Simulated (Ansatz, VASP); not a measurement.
This is a calculation of GaCo for VASP 6.6.1.

INCAR

```
SYSTEM = GaCo
ALGO = Normal
EDIFF = 1E-6
ENCUT = 690
GGA = PE
GGA_COMPAT = .FALSE.
ISIF = 2
ISMEAR = -1
ISPIN = 2
LASPH = .TRUE.
LCHARG = .FALSE.
LMAXMIX = 4
LORBIT = 11
LREAL = .FALSE.
LWAVE = .FALSE.
MAGMOM = 0 2
NBANDS = 26
NELM = 200
NUPDOWN = 2.0
PREC = Accurate
SIGMA = 0.05
```

KPOINTS

```
k-points
0
G
  8 8 8
  0 0 0
```

Contents of POSCAR:

```
GaCo
1.0
    2.8780000000      0.0000000000      0.0000000000
    0.0000000000      2.8780000000      0.0000000000
    0.0000000000      0.0000000000      2.8780000000
Ga Co
1 1
Direct
    0.5000000000      0.5000000000      0.5000000000
    0.0000000000      0.0000000000      0.0000000000
```

Potentials or basis: VASP PAW PBE potentials, release 64 (Ga_d, Co_sv).

Run with:

```bash
$ cat potpaw_PBE.64/Ga_d/POTCAR potpaw_PBE.64/Co_sv/POTCAR > POTCAR
$ mpirun -np 1 vasp_std > vasp.out
```

**Question.** Translate it to Ansatz 0.2.0. Potentials there: Ansatz PAW.

**Answer.** As run (the cutoff follows the program's own potentials):

Contents of input.yaml:

```yaml
crystal:
  lattice:
    - [2.878, 0.0, 0.0]
    - [0.0, 2.878, 0.0]
    - [0.0, 0.0, 2.878]
  atoms:
    - { symbol: Ga, position: [0.5, 0.5, 0.5] }
    - { symbol: Co, position: [0.0, 0.0, 0.0], spin: 2.0 }
hamiltonian:
  xc: pbe
  pseudopotentials: { kind: paw }
magnetization:
  spin_polarized: true
  initial_magnetization: 2.0
  spin_locking: { lock_magnetization: hard }
kpoints:
  mp_grid: { grid: [8, 8, 8] }
scf:
  occupations: { method: fermi_dirac, width: 0.05 }
  lower_state_search: "off"
output:
  forces: true
  stress: true
  eigenvalues: true
```

Potentials or basis: Ansatz PAW.

Command:

```console
$ ansatz run input.yaml --threads 2 --pin off --max-ram 5632MiB --backend cpu --events-out ev --progress --plain --runs-dir out
```

Both were run:

|  | VASP | Ansatz | Ansatz less VASP |
| --- | --- | --- | --- |
| pressure (GPa) | 16.9 | 17.1 | +0.22 |
| net moment per atom (μB) | 1.00 | 1.00 | 0.000 |
| size of the moment on the site where the two differ most (μB) | 1.72 | 1.78 | +0.057 |

Site moments also hang on the region over which each program counts them.
